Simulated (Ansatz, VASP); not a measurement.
Two plane-wave programs on Al

The input INCAR:

```
  PREC = Accurate
  ENCUT = 520
  EDIFF = 1E-6
  ISMEAR = 0
  SIGMA = 0.15
  LREAL = F
  LASPH = T
  NELM = 80
  ALGO = Normal
  ISIF = 2
  LWAVE = F
  LCHARG = F
  GGA = PE
  NBANDS = 8
```

KPOINTS

```
regular mesh
0
Gamma
  20 20 20
```

POSCAR

```
Al
1.0
    0.0000000000      1.9835004000      2.0239800000
    2.0239800000      0.0000000000      2.0239800000
    2.0239800000      1.9835004000      0.0000000000
Al
1
Direct
    0.0000000000      0.0000000000      0.0000000000
```

Input for Ansatz:

```yaml
crystal:
  lattice:
    - [0.0, 1.9835004, 2.02398]
    - [2.02398, 0.0, 2.02398]
    - [2.02398, 1.9835004, 0.0]
  atoms:
    - { symbol: Al, position: [0.0, 0.0, 0.0] }
basis:
  ecutwfc: 420
kpoints:
  mp_grid: { grid: [20, 20, 20] }
hamiltonian:
  xc: pbe
scf:
  occupations: { method: gaussian, width: 0.15 }
output:
  forces: true
  stress: true
  eigenvalues: true
```

Change from the starting cell: strain -0.0200 x Voigt [0, 1, 0, 0, 0, 0], atoms carried along.

Alike in both runs: task single point; functional PBE; k mesh 20 × 20 × 20; occupations gaussian, width 0.15 eV; no spin polarisation.

|  | VASP | Ansatz |
| --- | --- | --- |
| version | VASP 6.6.1 | Ansatz 0.2.0 |
| potentials or method | VASP PAW PBE potentials, release 64 (Al), cutoff 520 eV | scalar-relativistic, plane waves, PAW |
| valence electrons in the cell | 3 | 3 |

```csv
,VASP,Ansatz,Ansatz less VASP
gap on the k mesh at the Fermi level (eV),none,none,-
pressure (GPa),1.2,1.2,+0.04
"traceless stress, the component that is largest in VASP (GPa)",0.28,0.29,+0.004
```

A gap of «none» marks a metal or a gap that the smearing closes. The functional is the same, so the differences come from potentials, cutoffs and numerics.
